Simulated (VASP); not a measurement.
Write the native input for VASP 6.6.1 that does the following.

- Task: single point
- Functional: PBE
- Potentials or basis: VASP PAW PBE potentials, release 64 (Li_sv, Zr_sv, N)
- Cutoff: 520 eV
- k mesh: 12 × 12 × 4
- Occupations: gaussian, width 0.1 eV
- Spin: no spin polarisation
- Dipole correction: no
- Further INCAR settings: ALGO = Normal; EDIFF = 1e-06; NBANDS = 24

The structure of Li3ZrN2 lies in POSCAR:

```
Li3ZrN2
1.0
    3.1813593885      0.0000000000      0.0000000000
   -1.5906796942      2.7551380490      0.0000000000
    0.0000000000      0.0000000000      9.9676389368
Li Zr N
3 1 2
Direct
    0.6666666667      0.3333333333      0.2758162157
    0.6666666667      0.3333333333      0.7241837843
    0.0000000000      0.0000000000      0.0000000000
    0.0000000000      0.0000000000      0.5000000000
    0.3333333333      0.6666666667      0.6302982169
    0.3333333333      0.6666666667      0.3697017831
```

One way to write it, as run:

INCAR

```
SYSTEM = Li3ZrN2
PREC = Accurate
ENCUT = 520
EDIFF = 1E-6
ISMEAR = 0
SIGMA = 0.1
LREAL = .False.
LASPH = .True.
NELM = 60
ALGO = Normal
ISIF = 2
LWAVE = .False.
LCHARG = .False.
GGA = PE
NBANDS = 24
```

KPOINTS

```
Automatic mesh
0
Gamma
  12 12 4
  0 0 0
```

Potentials or basis: VASP PAW PBE potentials, release 64 (Li_sv, Zr_sv, N).

Launch:

```sh
$ cat potpaw_PBE.64/Li_sv/POTCAR potpaw_PBE.64/Zr_sv/POTCAR potpaw_PBE.64/N/POTCAR > POTCAR
$ mpirun -np 1 vasp_std > vasp.out
```

It gave:

The largest force is 0.015 eV/Å.

It took 100 s on 1 thread of Intel(R) Xeon(R) Platinum 8259CL CPU @ 2.50GHz (Skylake/Cascade Lake) (shared host), peak memory 0.27 GiB.
